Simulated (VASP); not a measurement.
Write the native input for VASP 6.6.1 that does the following.

```
Task                   : single point
Functional             : PBE
Potentials or basis    : VASP PAW PBE potentials, release 64 (Si, Ni, Pt)
Cutoff                 : 520 eV
k mesh                 : 8 × 8 × 8
Occupations            : gaussian, width 0.1 eV
Spin                   : no spin polarisation
Dipole correction      : no
Further INCAR settings : ALGO = Normal; EDIFF = 1e-06; NBANDS = 38
```

The structure of Si4Ni3Pt lies in POSCAR:

```
Si4Ni3Pt
1.0
    4.7568921266      0.0000000000      0.0000000000
    0.0000000000      4.7568921266      0.0000000000
    0.0000000000      0.0000000000      4.9051432222
Si Ni Pt
4 3 1
Direct
    0.0000000000      0.5000000000      0.8439265964
    0.5000000000      0.0000000000      0.8439265964
    0.0000000000      0.0000000000      0.1701658875
    0.5000000000      0.5000000000      0.1560717434
    0.0000000000      0.5000000000      0.3282930630
    0.5000000000      0.0000000000      0.3282930630
    0.5000000000      0.5000000000      0.6647878742
    0.0000000000      0.0000000000      0.6645009868
```

The input as run:

INCAR

```
SYSTEM = Si4Ni3Pt
PREC = Accurate
ENCUT = 520
EDIFF = 1E-6
ISMEAR = 0
SIGMA = 0.1
LREAL = .FALSE.
LASPH = .TRUE.
NELM = 60
ALGO = Normal
ISIF = 2
LWAVE = .FALSE.
LCHARG = .TRUE.
GGA = PE
LELF = .TRUE.
LVHAR = .TRUE.
NBANDS = 38
```

KPOINTS

```
regular mesh
0
G
  8 8 8
  0 0 0
```

Potentials or basis: VASP PAW PBE potentials, release 64 (Si, Ni, Pt).

Launch:

```console
$ cat potpaw_PBE.64/Si/POTCAR potpaw_PBE.64/Ni/POTCAR potpaw_PBE.64/Pt/POTCAR > POTCAR
$ mpirun -np 1 vasp_std > vasp.out
```

It gave:

- Pressure: -12.7 GPa
- Largest force: 0.014 eV/Å
- Band gap on the k mesh: zero (bands 28 and 29 overlap by 0.85 eV)

Caveat: the cell stands under tension; spin-orbit coupling is left out, which moves the levels of the heavy elements.

It took 6.5 min on 1 thread of Intel Xeon 8259CL, on a shared host, peak memory 0.4 GiB.
